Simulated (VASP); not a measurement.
# Mg2Si: single point with r2SCAN

Crystal: Mg2Si.

```
Mg Si
1.0
     0.00000    3.16906    3.16906
     3.16906    0.00000    3.16906
     3.16906    3.16906    0.00000
Mg Si
2 1
Direct
  0.25000 0.25000 0.25000
  0.75000 0.75000 0.75000
  0.00000 0.00000 0.00000
```

```json
{
 "Program": "VASP 6.6.1",
 "Task": "single point",
 "Functional": "r2SCAN",
 "Potentials or basis": "VASP PAW PBE potentials, release 64 (Mg, Si)",
 "Cutoff": "660 eV",
 "k mesh": "10 × 10 × 10",
 "Occupations": "methfessel-paxton, width 0.01 eV",
 "Spin": "no spin polarisation"
}
```

```json
{"Pressure": "-0.3 GPa", "Band gap on the k mesh": "0.45 eV, indirect (least direct gap 2.48 eV)"}
```

Levels at points of the mesh, in eV from the valence-band top:
```
           k point  band 2  band 3  band 4  band 5  band 6  band 7
(0.00, 0.00, 0.00)    0.00    0.00    0.00    2.49    2.84    2.84
(0.50, 0.00, 0.00)   -4.91   -0.74   -0.74    1.74    2.83    2.83
(0.50, 0.50, 0.00)   -4.56   -2.04   -2.04    0.45    0.76    8.69
```

It took 4 min on 1 thread of Intel(R) Xeon(R) Platinum 8259CL CPU @ 2.50GHz (Skylake/Cascade Lake) (shared host), peak memory 0.28 GiB.

Caveat: the PAW data sets were made with another functional, which shifts forces and pressure a little. A k mesh can miss the band edges.
